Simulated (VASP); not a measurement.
Crystal: Tc.

```
Tc
1.0
     2.74000    0.00000    0.00000
    -1.37000    2.37291    0.00000
     0.00000    0.00000    4.39800
Tc
2
Direct
  0.66667 0.33333 0.75000
  0.33333 0.66667 0.25000
```

Base run:

```yaml
Program: VASP 6.6.1
Functional: r2SCAN
Potentials_or_basis: VASP PAW PBE potentials, release 64 (Tc_sv)
Cutoff: 620 eV
k_mesh: 11 × 11 × 6
Occupations: fermi-dirac, width 0.05 eV
Spin: no spin polarisation
```

Its results: band gap on the k mesh zero (bands 15 and 16 overlap by 3.24 eV); pressure -2.1 GPa.

Problem. The run is repeated on the same cell with these changes: k mesh from 11 × 11 × 6 to 6 × 6 × 4. What comes out?

Solution. Band gap on the k mesh zero (bands 15 and 16 overlap by 3.47 eV); pressure -1.3 GPa.

Caveats: some runs use coarse meshes; the PAW data sets were made with another functional, which shifts forces and pressure a little.
